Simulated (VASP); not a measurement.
Set up this calculation in VASP 6.6.1, as the native input.

* Task: electric field gradients
* Functional: PBE
* Potentials or basis: VASP PAW PBE potentials, release 64 (Ag, Br)
* Cutoff: 400 eV
* k mesh: 9 × 9 × 9
* Occupations: tetrahedron
* Spin: no spin polarisation
* Dipole correction: no
* Further INCAR settings: ALGO = Normal; EDIFF = 1e-08; NBANDS = 16

The structure of AgBr lies in POSCAR:

```
AgBr
1.0
    0.0000000000      2.4862361682      2.4862361682
    2.4862361682      0.0000000000      2.4862361682
    2.4862361682      2.4862361682      0.0000000000
Ag Br
1 1
Direct
    0.0000000000      0.0000000000      0.0000000000
    0.5000000000      0.5000000000      0.5000000000
```

One way to write it, as run:

INCAR

```
SYSTEM = AgBr
ALGO = Normal
EDIFF = 1E-8
ENCUT = 400
GGA = PE
GGA_COMPAT = .FALSE.
ISIF = 2
ISMEAR = -4
LASPH = .TRUE.
LCHARG = .FALSE.
LEFG = .TRUE.
LREAL = .FALSE.
LWAVE = .FALSE.
NBANDS = 16
NELM = 120
PREC = Accurate
SIGMA = 0.1
```

KPOINTS

```
k-points
0
G
  9 9 9
  0 0 0
```

Potentials or basis: VASP PAW PBE potentials, release 64 (Ag, Br).

Launch:

```sh
$ cat potpaw_PBE.64/Ag/POTCAR potpaw_PBE.64/Br/POTCAR > POTCAR
$ mpirun -np 1 vasp_std > vasp.out
```

Results of the run:

| Property | Result |
| --- | --- |
| Pressure | 67.3 GPa |
| Band gap on the k mesh | 0.64 eV (least direct gap 2.22 eV) |
| Largest electric field gradient by atom | zero within the noise of the run |

Caveat: the cell stands under pressure; an odd mesh through Γ misses points on the zone boundary, where band edges can lie.

It took 14 s on 1 thread of Intel Xeon 8259CL, on a shared host, peak memory 0.14 GiB.
